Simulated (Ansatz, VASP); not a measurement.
# AlGa2: VASP beside Ansatz

```
Al Ga
1.0
     4.76667    0.00000    0.00000
    -2.38333    4.12806    0.00000
     0.00000    0.00000    2.77405
Al Ga
1 2
Direct
  0.00000 0.00000 0.50000
  0.33333 0.66667 0.00000
  0.66667 0.33333 0.00000
```

Alike in both runs: functional PBE; k mesh 12 × 12 × 16; occupations gaussian, width 0.1 eV; no spin polarisation.

Ansatz relaxed the structure, and its values are those at the end. VASP's run is a single point on that final structure, the one shown.

|  | VASP | Ansatz |
| --- | --- | --- |
| version | VASP 6.6.1 | Ansatz 0.2.0 |
| potentials or method | VASP PAW PBE potentials, release 64 (Al, Ga_d), cutoff 520 eV | scalar-relativistic, plane waves, PAW |
| valence electrons in the cell | 29 | 29 |

|  | VASP | Ansatz | Ansatz less VASP |
| --- | --- | --- | --- |
| gap on the k mesh at the Fermi level (eV) | none | none | - |
| pressure (GPa) | 0.1 | 0.0 | -0.04 |

A gap of «none» marks a metal or a gap that the smearing closes. The functional is the same, so the differences come from potentials, cutoffs and numerics.
